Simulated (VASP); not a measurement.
Bi2Se3, 5 atoms in the cell. The structure is trigonal, space group R-3m (No. 166). Conventional cell: a = 4.096 Å, b = 4.096 Å, c = 27.974 Å, α = 90.00°, β = 90.00°, γ = 120.00°. Within 3.7 Å of Bi (site symmetry 3m) lie 6 Se at 2.84 to 3.03 Å. Se (site symmetry -3m) has 6 Bi at 3.03 Å and 12 Se at 4.10 to 4.19 Å within 4.2 Å. Se (site symmetry 3m) has 3 Bi at 2.84 Å and 3 Se at 3.37 Å within 3.7 Å. 

- Program: VASP 6.6.1
- Task: relaxation of shape and atoms at fixed volume
- Functional: LDA
- Potentials or basis: VASP PAW LDA potentials, release 64 (Bi_d, Se)
- Cutoff: 600 eV
- k mesh: 6 × 6 × 6
- Occupations: gaussian, width 0.05 eV
- Spin: no spin polarisation
- Dipole correction: no
- Further INCAR settings: ALGO = Normal; EDIFF = 1e-07; IBRION = 2; EDIFFG = -0.01; NSW = 60; ISIF = 4

Potentials or basis: VASP PAW LDA potentials, release 64 (Bi_d, Se).

Launch:

```bash
$ cat potpaw_LDA.64/Bi_d/POTCAR potpaw_LDA.64/Se/POTCAR > POTCAR
$ mpirun -np 1 vasp_std > vasp.out
```

Hardware: 1 thread of AMD EPYC 9R45 96-Core Processor (Zen 5), with other jobs on the host.

**Question.** How long does it take, and how much memory?

**Answer.** Run time: 36 min on 1 thread of AMD EPYC 9R45 96-Core Processor (Zen 5), with other jobs on the host, peak memory 0.73 GiB. Counts: scf iterations 54, k points 32, ion steps 7.
